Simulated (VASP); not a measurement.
Write the native input for VASP 6.6.1 that does the following.

| Item | Value |
| --- | --- |
| Task | single point |
| Functional | PBE |
| Potentials or basis | VASP PAW PBE potentials, release 64 (Nb_sv) |
| Cutoff | 520 eV |
| k mesh | 10 × 10 × 10 |
| Occupations | gaussian, width 0.1 eV |
| Spin | no spin polarisation |
| Hubbard terms | Nb d U = 6.0 eV |
| Dipole correction | no |
| Further INCAR settings | ALGO = Normal; EDIFF = 1e-06; NBANDS = 12 |

The structure of Nb lies in POSCAR:

```
Nb
1.0
   -1.6588161896      1.6588161896      1.6588161896
    1.6588161896     -1.6588161896      1.6588161896
    1.6588161896      1.6588161896     -1.6588161896
Nb
1
Direct
    0.0000000000      0.0000000000      0.0000000000
```

The input as run:

INCAR

```
SYSTEM = Nb
PREC = Accurate
ENCUT = 520
EDIFF = 1E-6
ISMEAR = 0
SIGMA = 0.1
LREAL = .False.
LASPH = .True.
NELM = 150
ALGO = Normal
ISIF = 2
LWAVE = .False.
LCHARG = .False.
LMAXMIX = 4
LDAU = .True.
LDAUTYPE = 2
LDAUL = 2
LDAUU = 6
LDAUJ = 0
LDAUPRINT = 1
GGA = PE
NBANDS = 12
```

KPOINTS

```
regular mesh
0
Gamma
  10 10 10
  0 0 0
```

Potentials or basis: VASP PAW PBE potentials, release 64 (Nb_sv).

Launch:

```sh
$ cat potpaw_PBE.64/Nb_sv/POTCAR > POTCAR
$ mpirun -np 1 vasp_std > vasp.out
```

It gave:

| Property | Result |
| --- | --- |
| Pressure | 17.8 GPa |
| Band gap on the k mesh | zero (an odd number of electrons rules out a gap without spin polarisation) |

Caveat: the cell stands under pressure; U without spin polarisation on a metal has little footing; the U is typed as a test and isn't derived for this compound.

It took 17 s on 1 thread of AMD EPYC 7R13, with other jobs on the host, peak memory 0.11 GiB.
